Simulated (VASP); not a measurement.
# AlNi (P4/mmm) in VASP: notebook, part 2 of 2

VASP 6.6.1.

**4. Relaxation of shape and atoms at fixed volume, LDA (volume scaled by 1.02)**

File INCAR:

```
PREC = Accurate
ENCUT = 600
EDIFF = 1E-6
ISMEAR = -1
SIGMA = 0.15
LREAL = F
LASPH = T
NELM = 60
ALGO = Fast
ISIF = 4
LWAVE = F
LCHARG = F
IBRION = 2
NSW = 80
EDIFFG = -0.001
```

File KPOINTS:

```
Automatic mesh
0
Gamma
  16 16 14
```

File POSCAR:

```
AlNi
1.0
    2.0161299938     -2.0161288199      0.0000000000
    2.0161299938      2.0161288199      0.0000000000
    0.0000000000      0.0000000000      2.8539096989
Al Ni
1 1
Direct
    0.0000000000      0.0000000000      0.0000000000
    0.5000000000      0.5000000000      0.5000000000
```

Potentials or basis: VASP PAW LDA potentials, release 64 (Al, Ni).

The run is started by

```sh
> cat potpaw_LDA.64/Al/POTCAR potpaw_LDA.64/Ni/POTCAR > POTCAR
> mpirun -np 1 vasp_std > vasp.out
```

OUTCAR:

```text
PREC = Accurate
   ENCUT = 600
   EDIFF = 1E-6
   ISMEAR = -1
   LREAL = F
   LASPH = T
   NELM = 60
   ISIF = 4
   IBRION = 2
   NSW = 80
   EDIFFG = -0.001

 ion  position               nearest neighbor table
   1  0.000  0.000  0.000-   2 2.47   2 2.47   2 2.47   2 2.47   2 2.47   2 2.47   2 2.47   2 2.47

   2  0.500  0.500  0.500-   1 2.47   1 2.47   1 2.47   1 2.47   1 2.47   1 2.47   1 2.47   1 2.47

  LATTYP: Found a simple tetragonal cell.
 ALAT       =     2.8512375507
 C/A-ratio  =     1.0009371889

  Lattice vectors:

 A1 = (   2.0161299938,  -2.0161288199,   0.0000000000)
 A2 = (   2.0161299938,   2.0161288199,   0.0000000000)
 A3 = (   0.0000000000,   0.0000000000,   2.8539096989)

Analysis of symmetry for initial positions (statically):
=====================================================================
 Subroutine PRICEL returns:
 Original cell was already a primitive cell.

 Routine SETGRP: Setting up the symmetry group for a
 simple tetragonal supercell.

 Subroutine GETGRP returns: Found 16 space group operations
 (whereof 16 operations were pure point group operations)
 out of a pool of 16 trial point group operations.

The static configuration has the point symmetry D_4h.

[... 167 lines left out ...]
 Fermi energy:        10.1759521169

 k-point     1 :       0.0000    0.0000    0.0000
  band No.  band energies     occupation
      1      -1.1499      2.00000
      2       6.7519      2.00000
      3       6.7519      2.00000
      4       8.5147      1.99997
      5       8.5147      1.99997
      6       8.5171      1.99997
      7      15.7298      0.00000
      8      15.7639      0.00000
      9      15.7639      0.00000
     10      18.4698      0.00000
[... 287 lines left out ...]
 k-point    24 :       0.5000    0.1250    0.0000
  band No.  band energies     occupation
      1       3.3461      2.00000
      2       3.5283      2.00000
      3       7.3041      2.00000
      4       7.7208      2.00000
      5       7.8054      2.00000
      6       8.5034      1.99997
      7       9.4561      1.98366
      8      17.2516      0.00000
      9      18.1961      0.00000
     10      20.7246      0.00000

 [... further k-points ...]
[... 5 lines left out ...]
  --------------------------------------------------------------------------------------
  -------------------------------------------------------------------------------------
  Total       -0.4869559     -0.4869554     -0.4884184      0.0000000     -0.0000000     -0.0000000
  in kB      -33.6273934    -33.6273542    -33.7283854      0.0000000     -0.0000000     -0.0000000
  external PRESSURE =     -33.6610443 kB  Pullay stress =       0.0000000 kB

 VOLUME and BASIS-vectors are now :
 -----------------------------------------------------------------------------
  energy-cutoff  :      600.00
  volume of cell :       23.20
      direct lattice vectors                 reciprocal lattice vectors
     2.016129994 -2.016128820  0.000000000     0.247999882 -0.248000026  0.000000000
     2.016129994  2.016128820  0.000000000     0.247999882  0.248000026  0.000000000
     0.000000000  0.000000000  2.853909699     0.000000000  0.000000000  0.350396511

 POSITION                                       TOTAL-FORCE (eV/Angst)
 -----------------------------------------------------------------------------------
      0.00000      0.00000      0.00000         0.000000      0.000000      0.000000
      2.01613      0.00000      1.42695        -0.000000      0.000000      0.000000
 -----------------------------------------------------------------------------------
    total drift:                                0.000000     -0.000000     -0.000000

  FREE ENERGIE OF THE ION-ELECTRON SYSTEM (eV)
  ---------------------------------------------------
  free  energy   TOTEN  =       -12.2215459894 eV

  energy  without entropy=      -12.1612865043  energy(sigma->0) =      -12.19141625

 reached required accuracy - stopping structural energy minimisation
```

OSZICAR:

```text
N       E                     dE             d eps       ncg     rms          rms(c)
DAV:   1     0.418038555162E+02    0.41804E+02   -0.63393E+03  7248   0.155E+03
DAV:   2    -0.122667307636E+02   -0.54071E+02   -0.51260E+02  7244   0.217E+02
DAV:   3    -0.136496801652E+02   -0.13829E+01   -0.13656E+01  8532   0.447E+01
DAV:   4    -0.136707533101E+02   -0.21073E-01   -0.21052E-01  8546   0.495E+00
DAV:   5    -0.136712614643E+02   -0.50815E-03   -0.50814E-03  8346   0.800E-01    0.120E+01
RMM:   6    -0.152583834587E+02   -0.15871E+01   -0.24165E+01  7245   0.835E+01    0.162E+01
RMM:   7    -0.122363385652E+02    0.30220E+01   -0.76800E+00  7200   0.500E+01    0.116E+00
RMM:   8    -0.122322866300E+02    0.40519E-02   -0.15309E-01  7200   0.541E+00    0.824E-01
RMM:   9    -0.122220613468E+02    0.10225E-01   -0.41299E-02  7203   0.165E+00    0.203E-01
RMM:  10    -0.122215851049E+02    0.47624E-03   -0.15786E-03  7542   0.470E-01    0.133E-01
RMM:  11    -0.122217959705E+02   -0.21087E-03   -0.12353E-03  7286   0.426E-01    0.121E-01
RMM:  12    -0.122215439673E+02    0.25200E-03   -0.81649E-04  7207   0.505E-01    0.365E-02
RMM:  13    -0.122215551540E+02   -0.11187E-04   -0.10470E-04  7622   0.955E-02    0.378E-02
RMM:  14    -0.122215574776E+02   -0.23236E-05   -0.22792E-05  7715   0.421E-02    0.418E-02
RMM:  15    -0.122215519937E+02    0.54839E-05   -0.69537E-05  7355   0.115E-01    0.281E-02
RMM:  16    -0.122215463448E+02    0.56490E-05   -0.74225E-06  6930   0.523E-02    0.273E-02
RMM:  17    -0.122215459894E+02    0.35537E-06   -0.14929E-06  4962   0.144E-02
   1 F= -.12221546E+02 E0= -.12191416E+02  d E =-.122215E+02
```

CONTCAR:

```text
AlNi
   1.00000000000000
     2.0161299937999999   -2.0161288199000000    0.0000000000000000
     2.0161299937999999    2.0161288199000000    0.0000000000000000
     0.0000000000000000    0.0000000000000000    2.8539096988999999
  Al              Ni
     1     1
Direct
     0.0000000000000000    0.0000000000000000    0.0000000000000000
     0.5000000000000000    0.5000000000000000    0.5000000000000000

  0.00000000E+00  0.00000000E+00  0.00000000E+00
  0.00000000E+00  0.00000000E+00  0.00000000E+00
```

Wall time 2.5 min (1 thread of AMD EPYC 7R13, shared host); peak memory 0.21 GiB.

What came out:

```
Free energy             : -12.2215 eV
Pressure after relaxing : -3.4 GPa
```

Final structure:
```
Al Ni
1.0
     2.01613   -2.01613    0.00000
     2.01613    2.01613    0.00000
     0.00000    0.00000    2.85391
Al Ni
1 1
Cartesian
  0.0000 0.0000 0.0000
  2.0161 0.0000 1.4270
```

Caveat: the cell differs from its parent crystal (volume scaled by 1.02); the relaxation stopped at its first step, so nothing moved. Spin polarisation is off, so any magnetic state and its effect on volume and gap are missing.

**5. Relaxation of cell and atoms, LDA**

File INCAR:

```
PREC = Accurate
ENCUT = 600
EDIFF = 1E-7
ISMEAR = -1
SIGMA = 0.15
LREAL = F
LASPH = T
NELM = 100
ALGO = Fast
ISIF = 3
LWAVE = F
LCHARG = F
IBRION = 2
NSW = 80
EDIFFG = -0.001
```

KPOINTS is that of step 4.

File POSCAR:

```
AlNi
1.0
    2.0002936820     -2.0003215684      0.0000000000
    2.0002936820      2.0003215684      0.0000000000
    0.0000000000      0.0000000000      2.8396417508
Al Ni
1 1
Direct
    0.0000000000      0.0000000000      0.0000000000
    0.5000000000      0.5000000000      0.5000000000
```

Potentials or basis: VASP PAW LDA potentials, release 64 (Al, Ni).

The run is started by

```sh
> cat potpaw_LDA.64/Al/POTCAR potpaw_LDA.64/Ni/POTCAR > POTCAR
> mpirun -np 1 vasp_std > vasp.out
```

OUTCAR:

```text
PREC = Accurate
   ENCUT = 600
   EDIFF = 1E-7
   ISMEAR = -1
   LREAL = F
   LASPH = T
   NELM = 100
   ISIF = 3
   IBRION = 2
   NSW = 80
   EDIFFG = -0.001

 ion  position               nearest neighbor table
   1  0.000  0.000  0.000-   2 2.45   2 2.45   2 2.45   2 2.45   2 2.45   2 2.45   2 2.45   2 2.45

   2  0.500  0.500  0.500-   1 2.45   1 2.45   1 2.45   1 2.45   1 2.45   1 2.45   1 2.45   1 2.45

  LATTYP: Found a base centered orthorhombic cell.
 ALAT       =     4.0005873640
 B/A-ratio  =     1.0000139412
 C/A-ratio  =     0.7098062090

  Lattice vectors:

 A1 = (   2.0002936820,  -2.0003215684,   0.0000000000)
 A2 = (   2.0002936820,   2.0003215684,   0.0000000000)
 A3 = (   0.0000000000,   0.0000000000,   2.8396417508)

Analysis of symmetry for initial positions (statically):
=====================================================================
[... 368 lines left out ...]
 cond. band min:      10.4249326883   @ k =  -0.1875   0.1250   0.3571
 fundamental gap:      0.0016747587
 Fermi energy:        10.4242881552

 k-point     1 :       0.0000    0.0000    0.0000
  band No.  band energies     occupation
      1      -1.0362      2.00000
      2       6.9087      2.00000
      3       6.9087      2.00000
      4       8.7245      1.99998
      5       8.7245      1.99998
      6       8.7264      1.99998
      7      16.0613      0.00000
      8      16.0898      0.00000
      9      16.0899      0.00000
     10      18.7775      0.00000
[... 287 lines left out ...]
 k-point    24 :      -0.0625    0.0625    0.0000
  band No.  band energies     occupation
      1      -0.8875      2.00000
      2       6.9149      2.00000
      3       6.9335      2.00000
      4       8.6577      1.99998
      5       8.6865      1.99998
      6       8.7028      1.99998
      7      15.2123      0.00000
      8      15.5504      0.00000
      9      16.2578      0.00000
     10      19.1576      0.00000

 [... further k-points ...]
[... 5 lines left out ...]
  --------------------------------------------------------------------------------------
  -------------------------------------------------------------------------------------
  Total       -0.0002778     -0.0001203      0.0012792      0.0000000      0.0000000      0.0000000
  in kB       -0.0195388     -0.0084628      0.0899545      0.0000000      0.0000000      0.0000000
  external PRESSURE =       0.0206510 kB  Pullay stress =       0.0000000 kB
[... 17 lines left out ...]
  FREE ENERGIE OF THE ION-ELECTRON SYSTEM (eV)
  ---------------------------------------------------
  free  energy   TOTEN  =       -12.2257188300 eV

  energy  without entropy=      -12.1664947776  energy(sigma->0) =      -12.19610680

 reached required accuracy - stopping structural energy minimisation
```

Wall time 22 min (1 thread of Intel Xeon 8259CL, shared host); peak memory 0.33 GiB.

What came out:

```yaml
Free_energy: -12.2257 eV
Relaxed_volume: 11.39 Å³/atom
Relaxed_cell: a = 2.834 Å, b = 2.834 Å, c = 2.836 Å, α = 90.00°, β = 90.00°, γ = 90.00°
Space_group_after_relaxing_to_0.05_Å: Pm-3m (No. 221)
Energy_gained_by_relaxing: 0.1 meV/atom
Ionic_steps: 17
Pressure_after_relaxing: 0.0 GPa
```

Step by step:
| step | energy change (eV) | largest force (eV/Å) | pressure (GPa) | volume (Å³) |
| --- | --- | --- | --- | --- |
| 1 | 0.0000 | 0.0000 | 0.29 | 22.72 |
| 2 | -0.0001 | 0.0000 | -0.17 | 22.79 |
| 3 | -0.0001 | 0.0000 | 0.02 | 22.78 |
| 4 | -0.0001 | 0.0000 | -0.12 | 22.79 |
| 5 | -0.0001 | 0.0000 | 0.01 | 22.78 |
| 6 | -0.0001 | 0.0000 | -0.13 | 22.78 |
| 7 | -0.0001 | 0.0000 | -0.01 | 22.78 |
| 8 | -0.0001 | 0.0000 | 0.11 | 22.78 |
| 9 | -0.0001 | 0.0000 | -0.04 | 22.78 |
| 10 | -0.0001 | 0.0000 | -0.08 | 22.78 |
| 11 | -0.0001 | 0.0000 | -0.03 | 22.78 |
| 12 | -0.0001 | 0.0000 | -0.09 | 22.78 |
| 13 | -0.0001 | 0.0000 | 0.09 | 22.78 |
| 14 | -0.0001 | 0.0000 | -0.17 | 22.79 |
| 15 | -0.0001 | 0.0000 | 0.03 | 22.78 |
| 16 | -0.0001 | 0.0000 | -0.07 | 22.78 |
| 17 | -0.0001 | 0.0000 | 0.00 | 22.78 |

Final structure:
```
Al Ni
1.0
     2.00407   -2.00407    0.00000
     2.00407    2.00407    0.00000
     0.00000    0.00000    2.83638
Al Ni
1 1
Cartesian
  0.0000 0.0000 0.0000
  2.0041 0.0000 1.4182
```

**6. Summary**

```csv
task,cell,cutoff (eV),smearing,gap on the mesh (eV),pressure (GPa)
single point,"a = 2.829, b = 2.829, c = 2.840 Å, 2 atoms",520,gaussian 0.1 eV,none,0.3
relaxation of shape and atoms at fixed volume,"relaxed from a = 2.813, b = 2.813, c = 2.816 Å, 2 atoms",600,fermi-dirac 0.15 eV,none,4.0
relaxation of shape and atoms at fixed volume,"relaxed from a = 2.851, b = 2.851, c = 2.854 Å, 2 atoms",600,fermi-dirac 0.15 eV,none,-3.4
relaxation of cell and atoms,"relaxed from a = 2.829, b = 2.829, c = 2.840 Å, 2 atoms",600,fermi-dirac 0.15 eV,none,0.0
```

Alike in all rows: level LDA; potentials or basis VASP PAW LDA potentials, release 64 (Al, Ni); no spin polarisation; k mesh 16 × 16 × 14.

Caveats: the relaxation stopped at its first step, so nothing moved (some runs).

Total energies depend on the potentials used, so only differences within one code and one set of settings carry meaning.
